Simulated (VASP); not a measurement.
# Ba (C2/c) in VASP: further runs

Runs on Ba. Level: PBE. Tasks: single point.

Everything below comes from runs of VASP 6.6.1. Logs are shortened: lines on timing, memory, paths and dates and some standing lists are left out, and cuts for length are marked.

### Step 1. The cell of the first run

The typed cell holds 2 atoms: a = 5.791 Å, b = 5.791 Å, c = 5.795 Å, α = 97.35°, β = 97.35°, γ = 138.10°.

### Step 2. Single point, PBE

Input file INCAR:

```
PREC = Accurate
ENCUT = 520
EDIFF = 1E-7
ISMEAR = -1
SIGMA = 0.1
LREAL = F
LASPH = T
NELM = 80
ALGO = Normal
ISIF = 2
LWAVE = F
LCHARG = F
GGA = PE
NBANDS = 17
ISYM = 0
```

Input file KPOINTS:

```
Automatic mesh
0
Gamma
  8 8 6
```

Input file POSCAR:

```
Ba
1.0
   -3.8249566190      3.8239823718      2.0705620676
    3.8239823718     -3.8249566190      2.0705620676
    3.8267372180      3.8267372180     -2.0723464031
Ba
2
Direct
    0.0000490125      0.9999509875      0.0000000000
    0.7499509875      0.2500490125      0.5000000000
```

Potentials or basis: VASP PAW PBE potentials, release 64 (Ba_sv).

Command:

```
$ cat potpaw_PBE.64/Ba_sv/POTCAR > POTCAR
$ mpirun -np 1 vasp_std > vasp.out
```

OUTCAR:

```text
PREC = Accurate
   ENCUT = 520
   EDIFF = 1E-7
   ISMEAR = -1
   LREAL = F
   LASPH = T
   NELM = 80
   ISIF = 2
   GGA = PE
   ISYM = 0

 ion  position               nearest neighbor table
   1  0.000  1.000  0.000-   2 3.96   2 3.96   2 3.96   2 3.96
   2  0.750  0.250  0.500-   1 3.96   1 3.96   1 3.96   1 3.96

IMPORTANT INFORMATION: All symmetrisations will be switched off!
NOSYMM: (Re-)initialisation of all symmetry stuff for point group C_1.

----------------------------------------------------------------------------------------

                                     Primitive cell

  volume of cell :     121.1972

  direct lattice vectors                    reciprocal lattice vectors
    -3.824956619  3.823982372  2.070562068     0.000025893  0.130762980  0.241511094
     3.823982372 -3.824956619  2.070562068     0.130762980  0.000025893  0.241511094
     3.826737218  3.826737218 -2.072346403     0.130676261  0.130676261  0.000061486

  length of vectors
     5.791404112  5.791404112  5.795037108     0.274638974  0.274638974  0.184804150

  position of ions in fractional coordinates (direct lattice)
     0.000049012  0.999950988  0.000000000
     0.749950988  0.250049012  0.500000000

  ion indices of the primitive-cell ions
   primitive index   ion index
                 1           1
                 2           2

----------------------------------------------------------------------------------------

 KPOINTS: Automatic mesh

Automatic generation of k-mesh.
 Grid dimensions read from file:
 generate k-points for:    8    8    6

 Generating k-lattice:

  Cartesian coordinates                     Fractional coordinates (reciprocal lattice)
     0.000003237  0.016345372  0.030188887     0.125000000  0.000000000  0.000000000
     0.016345372  0.000003237  0.030188887     0.000000000  0.125000000  0.000000000
     0.021779377  0.021779377  0.000010248    -0.000000000 -0.000000000  0.166666667

  Length of vectors
     0.034329872  0.034329872  0.030800692

  Shift w.r.t. Gamma in fractional coordinates (k-lattice)
     0.000000000  0.000000000  0.000000000

 Subroutine IBZKPT returns following result:
 ===========================================

 Found    196 irreducible k-points:

 Following reciprocal coordinates:
            Coordinates               Weight
  0.000000  0.000000  0.000000      1.000000
  0.125000  0.000000  0.000000      2.000000
 -0.000000 -0.125000  0.000000      2.000000
  0.250000  0.000000  0.000000      2.000000
 -0.000000 -0.250000  0.000000      2.000000
  0.375000  0.000000 -0.000000      2.000000
[... 16 lines left out ...]
  0.375000  0.250000  0.000000      2.000000
 -0.250000 -0.375000 -0.000000      2.000000
 [... further k-points ...]
   k-points           NKPTS =    196   k-points in BZ     NKDIM =    196   number of bands    NBANDS=     17
   number of dos      NEDOS =    301   number of ions     NIONS =      2
   total plane-waves  NPLWV = 110592
   dimension x,y,z NGX =    48 NGY =   48 NGZ =   48
   dimension x,y,z NGXF=    96 NGYF=   96 NGZF=   96
   ions per type =               2
   NGX,Y,Z   is equivalent  to a cutoff of  13.78, 13.78, 13.77 a.u.
   NGXF,Y,Z  is equivalent  to a cutoff of  27.56, 27.56, 27.54 a.u.
 SYSTEM =  unknown system
   PREC   = accura    normal or accurate (medium, high low for compatibility)
   ISTART =      0    job   : 0-new  1-cont  2-samecut
   ICHARG =      2    charge: 1-file 2-atom 10-const
   ISPIN  =      1    spin polarized calculation?
   LNONCOLLINEAR =      F non collinear calculations
   LSORBIT =      F    spin-orbit coupling
   LASPH  =      T    aspherical Exc in radial PAW
   ENCUT  =  520.0 eV  38.22 Ry    6.18 a.u.  10.77 10.77 10.77*2*pi/ulx,y,z
   NELM   =     80;   NELMIN=  2; NELMDL= -5     # of ELM steps
   EDIFF  = 0.1E-06   stopping-criterion for ELM
   LREAL  =      F    real-space projection
   EDIFFG = 0.1E-05   stopping-criterion for IOM
   NSW    =      0    number of steps for IOM
   IBRION =     -1    ionic relax: 0-MD 1-quasi-New 2-CG
   NFREE  =      0    steps in history (QN), initial steepest desc. (CG)
   ISIF   =      2    stress and relaxation
   ISYM   =      0    0-nonsym 1-usesym 2-fastsym
   POTIM  = 0.5000    time-step for ionic-motion
   TEBEG  =    0.0;   TEEND  =   0.0 temperature during run
   PSTRESS=    0.0 pullay stress
   NELECT =      20.0000    total number of electrons
   NUPDOWN=      -1.0000    fix difference up-down
   EMIN   =  10.00;   EMAX   =-10.00  energy-range for DOS
   EFERMI =   0.00;   METHOD = LEGACY
   ISMEAR =    -1;   SIGMA  =   0.10  broadening in eV -4-tet -1-fermi 0-gaus
   EFERMI_NEDOS =   21; number of points for ismear=-14 and -15
   IALGO  =     38    algorithm
   IMIX   =      4    mixing-type and parameters
     AMIX     =   0.40;   BMIX     =  1.00
     AMIX_MAG =   1.60;   BMIX_MAG =  1.00
  volume/ion in A,a.u.               =      60.60       408.94
  Fermi-wavevector in a.u.,A,eV,Ry     =   0.897954  1.696886 10.970660  0.806321
  Thomas-Fermi vector in A             =   2.020602
   LORBIT       =      0    0 simple, 1 ext, 2 COOP (PROOUT), +10 PAW based schemes
   GGA     = PE    functional components
[... 5 lines left out ...]
 non-spin polarized calculation
  energy-cutoff  :      520.00
  volume of cell :      121.20
 maximum number of plane-waves:      3300
 NGX is ok and might be reduce to    48
   NGX = 21   NGY = 21   NGZ = 21

 number of electron      20.0000000 magnetization

 Free energy of the ion-electron system (eV)
  ---------------------------------------------------
  ext. energy  EPLUGINS =         0.00000000
  ---------------------------------------------------
  free energy    TOTEN  =        -3.49367677 eV

  energy without entropy =       -3.41470623  energy(sigma->0) =       -3.45419150

 E-fermi :   1.7108     XC(G=0):  -7.5221

 val. band max:        1.6828797875   @ k =  -0.2500   0.3750  -0.3333
 cond. band min:       1.7214566114   @ k =  -0.2500   0.5000   0.3333
 fundamental gap:      0.0385768239
 Fermi energy:         1.7107555868

 k-point     1 :       0.0000    0.0000    0.0000
  band No.  band energies     occupation
      1     -27.2750      2.00000
      2     -27.1567      2.00000
      3     -12.6990      2.00000
      4     -12.6984      2.00000
      5     -12.1680      2.00000
      6     -12.1604      2.00000
[... 9 lines left out ...]
     16       4.8570      0.00000
     17       4.8573      0.00000

 k-point     2 :       0.1250    0.0000    0.0000
  band No.  band energies     occupation
      1     -27.2663      2.00000
      2     -27.1556      2.00000
      3     -12.6919      2.00000
      4     -12.6675      2.00000
      5     -12.2468      2.00000
      6     -12.2353      2.00000
[... 9 lines left out ...]
     16       4.9615      0.00000
     17       5.1363      0.00000

 k-point     3 :      -0.0000   -0.1250    0.0000
  band No.  band energies     occupation
      1     -27.2663      2.00000
      2     -27.1556      2.00000
      3     -12.6919      2.00000
      4     -12.6675      2.00000
      5     -12.2468      2.00000
      6     -12.2353      2.00000
[... 9 lines left out ...]
     16       4.9615      0.00000
     17       5.1363      0.00000

 k-point     4 :       0.2500    0.0000    0.0000
  band No.  band energies     occupation
      1     -27.2442      2.00000
      2     -27.1539      2.00000
      3     -12.6752      2.00000
      4     -12.6036      2.00000
      5     -12.4289      2.00000
      6     -12.3826      2.00000
[... 9 lines left out ...]
     16       4.2164      0.00000
     17       4.5436      0.00000

 k-point     5 :      -0.0000   -0.2500    0.0000
  band No.  band energies     occupation
      1     -27.2442      2.00000
      2     -27.1539      2.00000
      3     -12.6752      2.00000
      4     -12.6036      2.00000
      5     -12.4289      2.00000
      6     -12.3826      2.00000
[... 9 lines left out ...]
     16       4.2164      0.00000
     17       4.5436      0.00000

 k-point     6 :       0.3750    0.0000   -0.0000
  band No.  band energies     occupation
      1     -27.2196      2.00000
      2     -27.1544      2.00000
      3     -12.6579      2.00000
      4     -12.6503      2.00000
      5     -12.5808      2.00000
      6     -12.4139      2.00000
[... 9 lines left out ...]
     16       4.7176      0.00000
     17       5.2445      0.00000

 k-point     7 :       0.0000   -0.3750    0.0000
  band No.  band energies     occupation
      1     -27.2196      2.00000
      2     -27.1544      2.00000
      3     -12.6579      2.00000
      4     -12.6503      2.00000
      5     -12.5808      2.00000
      6     -12.4139      2.00000
[... 9 lines left out ...]
     16       4.7176      0.00000
     17       5.2528      0.00000

 k-point     8 :       0.5000    0.0000    0.0000
  band No.  band energies     occupation
      1     -27.2080      2.00000
      2     -27.1560      2.00000
      3     -12.7112      2.00000
      4     -12.6506      2.00000
      5     -12.6385      2.00000
      6     -12.3626      2.00000
[... 9 lines left out ...]
     16       4.7096      0.00000
     17       5.1265      0.00000
[... 203 lines left out ...]
      1     -27.2579      2.00000
      2     -27.1640      2.00000
      3     -12.6825      2.00000
      4     -12.6128      2.00000
      5     -12.2914      2.00000
      6     -12.2324      2.00000
[... 9 lines left out ...]
     16       4.5482      0.00000
     17       4.9081      0.00000

 k-point    20 :      -0.1250    0.2500    0.0000
  band No.  band energies     occupation
      1     -27.2579      2.00000
      2     -27.1640      2.00000
      3     -12.6825      2.00000
      4     -12.6128      2.00000
      5     -12.2914      2.00000
      6     -12.2324      2.00000
[... 9 lines left out ...]
     16       4.5482      0.00000
     17       4.9081      0.00000

 k-point    21 :      -0.1250    0.1250    0.0000
  band No.  band energies     occupation
      1     -27.2705      2.00000
      2     -27.1612      2.00000
      3     -12.6816      2.00000
      4     -12.6812      2.00000
      5     -12.1997      2.00000
      6     -12.1581      2.00000
[... 9 lines left out ...]
     16       4.9556      0.00000
     17       4.9779      0.00000

 k-point    22 :       0.2500    0.2500    0.0000
  band No.  band energies     occupation
      1     -27.2080      2.00000
      2     -27.1560      2.00000
      3     -12.7370      2.00000
      4     -12.6398      2.00000
      5     -12.5590      2.00000
      6     -12.5014      2.00000
[... 9 lines left out ...]
     16       4.8277      0.00000
     17       5.2640      0.00000

 k-point    23 :       0.3750    0.2500    0.0000
  band No.  band energies     occupation
      1     -27.2035      2.00000
      2     -27.1704      2.00000
      3     -12.7017      2.00000
      4     -12.5968      2.00000
      5     -12.5547      2.00000
      6     -12.4321      2.00000
[... 9 lines left out ...]
     16       4.5339      0.00000
     17       4.7767      0.00000

 k-point    24 :      -0.2500   -0.3750   -0.0000
  band No.  band energies     occupation
      1     -27.2035      2.00000
      2     -27.1704      2.00000
      3     -12.7017      2.00000
      4     -12.5968      2.00000
      5     -12.5547      2.00000
      6     -12.4321      2.00000
[... 9 lines left out ...]
     16       4.5339      0.00000
     17       4.7767      0.00000

 [... further k-points ...]

------------------------ aborting loop because EDIFF is reached ----------------------------------------

  FORCE on cell =-STRESS in cart. coord.  units (eV):
  Direction    XX          YY          ZZ          XY          YZ          ZX
  --------------------------------------------------------------------------------------
  -------------------------------------------------------------------------------------
  Total        0.0721218      0.0721220      0.0576278      0.0026268     -0.0000001      0.0000005
  in kB        0.9534205      0.9534227      0.7618153      0.0347255     -0.0000017      0.0000064
  external PRESSURE =       0.8895529 kB  Pullay stress =       0.0000000 kB

 VOLUME and BASIS-vectors are now :
 -----------------------------------------------------------------------------
  energy-cutoff  :      520.00
  volume of cell :      121.20
      direct lattice vectors                 reciprocal lattice vectors
    -3.824956619  3.823982372  2.070562068     0.000025893  0.130762980  0.241511094
     3.823982372 -3.824956619  2.070562068     0.130762980  0.000025893  0.241511094
     3.826737218  3.826737218 -2.072346403     0.130676261  0.130676261  0.000061486

 POSITION                                       TOTAL-FORCE (eV/Angst)
 -----------------------------------------------------------------------------------
      3.82361     -3.82458      2.07056         0.001517     -0.001517     -0.000000
      0.00102      3.82474      1.03439        -0.001517      0.001517      0.000000
 -----------------------------------------------------------------------------------
    total drift:                               -0.000000     -0.000001      0.000000

  FREE ENERGIE OF THE ION-ELECTRON SYSTEM (eV)
  ---------------------------------------------------
  free  energy   TOTEN  =        -3.4936767670 eV

  energy  without entropy=       -3.4147062336  energy(sigma->0) =       -3.45419150
```

Run time: 4.7 min. Hardware: 1 thread of AMD EPYC 9R45 (Zen 5), shared host; peak memory 0.51 GiB.

What came out:

```yaml
Free_energy: -3.4937 eV
Pressure: 0.1 GPa
Band_gap_on_the_k_mesh: zero (bands 10 and 11 overlap by 0.18 eV)
```

Forces in eV/Å, atoms in the order of the input:
```
Ba   0.002 -0.002  0.000
Ba  -0.002  0.002  0.000
```

Caveat: spin-orbit coupling is left out, which moves the levels of the heavy elements.

### Step 3. Single point, PBE (60.60 Å³/atom)

Input file INCAR:

```
SYSTEM = Ba
PREC = Accurate ; ENCUT = 520
EDIFF = 1E-7 ; ISMEAR = -1
SIGMA = 0.1 ; LREAL = .False.
LASPH = .True. ; NELM = 80
ALGO = Normal ; ISIF = 2
LWAVE = .False. ; LCHARG = .False.
GGA = PE ; NBANDS = 17
```

Input file KPOINTS:

```
regular mesh
0
Gamma
  10 10 7
  0 0 0
```

POSCAR is that of step 2.

Potentials or basis: VASP PAW PBE potentials, release 64 (Ba_sv).

Command:

```
$ cat potpaw_PBE.64/Ba_sv/POTCAR > POTCAR
$ mpirun -np 1 vasp_std > vasp.out
```

Run time: 4.5 min. Hardware: 1 thread of AMD EPYC 9R45 (Zen 5), shared host; peak memory 0.52 GiB.

Results (log left out):

```yaml
Free_energy: -3.4940 eV
Pressure: 0.1 GPa
Band_gap_on_the_k_mesh: zero (bands 10 and 11 overlap by 0.18 eV)
```

Forces in eV/Å, atoms in the order of the input:
```
Ba   0.002 -0.002  0.000
Ba  -0.002  0.002  0.000
```

Levels at points of the mesh, in eV from the Fermi level:
```tsv
k point	band 6	band 7	band 8	band 9	band 10	band 11	band 12	band 13	band 14	band 15
(0.00, 0.00, 0.00)	-13.87	-13.83	-13.83	-2.62	-0.83	0.39	0.48	1.10	2.98	2.98
(0.50, 0.00, 0.00)	-14.07	-14.01	-13.80	-0.63	-0.44	0.29	0.96	1.39	1.92	1.96
(0.50, 0.50, 0.00)	-14.15	-13.84	-13.83	-1.04	-1.04	0.65	0.65	1.55	1.55	2.27
```

Caveat: spin-orbit coupling is left out, which moves the levels of the heavy elements.

### Step 4. Single point, PBE (63.02 Å³/atom)

This run uses another cell than the first one, of 63.02 Å³/atom.

Input file INCAR:

```
ALGO = Normal
EDIFF = 1E-6
ENCUT = 520
GGA = PE
ISIF = 2
ISMEAR = -1
LASPH = T
LCHARG = F
LREAL = F
LWAVE = F
NBANDS = 17
NELM = 60
PREC = Accurate
SIGMA = 0.1
```

Input file KPOINTS:

```
k-points
0
Gamma
  10 10 7
```

Input file POSCAR:

```
Ba
1.0
   -3.8752907677      3.8743037000      2.0978094300
    3.8743037000     -3.8752907677      2.0978094300
    3.8770947983      3.8770947983     -2.0996172463
Ba
2
Direct
    0.0000490125      0.9999509875      0.0000000000
    0.7499509875      0.2500490125      0.5000000000
```

Command:

```
$ cat potpaw_PBE.64/Ba_sv/POTCAR > POTCAR
$ mpirun -np 1 vasp_std > vasp.out
```

Run time: 3.9 min. Hardware: 1 thread of AMD EPYC 9R45 (Zen 5), shared host; peak memory 0.53 GiB.

The run converged. Its results:

```
Free energy            : -3.4923 eV
Pressure               : -0.2 GPa
Band gap on the k mesh : zero (bands 10 and 11 overlap by 0.16 eV)
```

Forces in eV/Å, atoms in the order of the input:
```
Ba   0.002 -0.002  0.000
Ba  -0.002  0.002  0.000
```

Levels at points of the mesh, in eV from the Fermi level:
| k point | band 6 | band 7 | band 8 | band 9 | band 10 | band 11 | band 12 | band 13 | band 14 | band 15 |
| --- | --- | --- | --- | --- | --- | --- | --- | --- | --- | --- |
| (0.00, 0.00, 0.00) | -13.95 | -13.92 | -13.92 | -2.61 | -0.76 | 0.38 | 0.48 | 1.08 | 2.90 | 2.91 |
| (0.50, 0.00, 0.00) | -14.13 | -14.07 | -13.88 | -0.62 | -0.40 | 0.28 | 0.92 | 1.29 | 1.85 | 1.91 |
| (0.50, 0.50, 0.00) | -14.20 | -13.92 | -13.92 | -1.07 | -1.07 | 0.64 | 0.65 | 1.49 | 1.49 | 2.19 |

Caveat: spin-orbit coupling is left out, which moves the levels of the heavy elements.

### Step 5. Summary

| cell | k mesh | gap on the mesh (eV) | pressure (GPa) |
| --- | --- | --- | --- |
| a = 5.791, b = 5.791, c = 5.795 Å, angles 97.4, 97.4, 138.1°, 2 atoms | 8 × 8 × 6 | none | 0.1 |
| a = 5.791, b = 5.791, c = 5.795 Å, angles 97.4, 97.4, 138.1°, 2 atoms | 10 × 10 × 7 | none | 0.1 |
| a = 5.868, b = 5.868, c = 5.871 Å, angles 97.4, 97.4, 138.1°, 2 atoms | 10 × 10 × 7 | none | -0.2 |

Alike in all rows: task single point; level PBE; potentials or basis VASP PAW PBE potentials, release 64 (Ba_sv); no spin polarisation; cutoff (eV) 520; smearing fermi-dirac 0.1 eV.

Caveats: spin-orbit coupling is left out, which moves the levels of the heavy elements.

Total energies depend on the potentials used, so only differences within one code and one set of settings carry meaning.
